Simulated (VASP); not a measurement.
Here is a VASP 6.6.1 calculation.

File INCAR:

```
  ALGO = Normal
  EDIFF = 1E-6
  ENCUT = 600
  GGA = RP
  GGA_COMPAT = F
  ISIF = 2
  ISMEAR = -1
  ISPIN = 2
  IVDW = 13
  LASPH = T
  LCHARG = F
  LMAXMIX = 4
  LORBIT = 11
  LREAL = F
  LWAVE = F
  MAGMOM = 1 0
  NBANDS = 19
  NELM = 200
  PREC = Accurate
  SIGMA = 0.05
```

The input KPOINTS:

```
k-points
0
Gamma
  11 11 11
```

The input POSCAR:

```
NiO
1.0
    0.0000000000      2.0577103256      2.0577103256
    2.0577103256      0.0000000000      2.0577103256
    2.0577103256      2.0577103256      0.0000000000
Ni O
1 1
Direct
    0.0000000000      0.0000000000      0.0000000000
    0.5000000000      0.5000000000      0.5000000000
```

Potentials or basis: VASP PAW PBE potentials, release 64 (Ni, O).

Run with:

```console
$ cat potpaw_PBE.64/Ni/POTCAR potpaw_PBE.64/O/POTCAR > POTCAR
$ mpirun -np 1 vasp_std > vasp.out
```

Predict the site moments.

Ni +1.38; O +0.25 μB.

What does it give for the net moment?

1.66 μB per cell.

Caveat: a cell with one magnetic atom can't hold antiferromagnetic order, which such compounds often take.
